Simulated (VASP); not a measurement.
Here is a VASP 6.6.1 calculation.

The input INCAR:

```
ALGO = Normal ; EDIFF = 1E-6
ENCUT = 500 ; GGA_COMPAT = False
ISIF = 2 ; ISMEAR = 1
LASPH = True ; LCHARG = True
LELF = True ; LREAL = False
LVHAR = True ; LWAVE = False
NBANDS = 21 ; NELM = 120
PREC = Accurate ; SIGMA = 0.1
```

Contents of KPOINTS:

```
k-points
0
Gamma
  7 7 4
```

Contents of POSCAR:

```
HfB
1.0
    3.2786758693      0.0000000000      0.0000000000
   -1.6393379347      2.8394165936      0.0000000000
    0.0000000000      0.0000000000      6.0254387671
Hf B
2 2
Direct
    0.0000000000      0.0000000000      0.0000000000
    0.0000000000      0.0000000000      0.5000000000
    0.3333333333      0.6666666667      0.2500000000
    0.6666666667      0.3333333333      0.7500000000
```

Potentials or basis: VASP PAW LDA potentials, release 64 (Hf_pv, B).

Command:

```sh
$ cat potpaw_LDA.64/Hf_pv/POTCAR potpaw_LDA.64/B/POTCAR > POTCAR
$ mpirun -np 1 vasp_std > vasp.out
```

Estimate the band gap on the k mesh.

zero (bands 13 and 14 overlap by 3.21 eV).

Predict the pressure.

0.5 GPa.

Stress tensor (GPa, compression positive):
```
0.58 0.00 0.00
0.00 0.58 0.00
0.00 0.00 0.41
```

Caveat: spin-orbit coupling is left out, which moves the levels of the heavy elements.
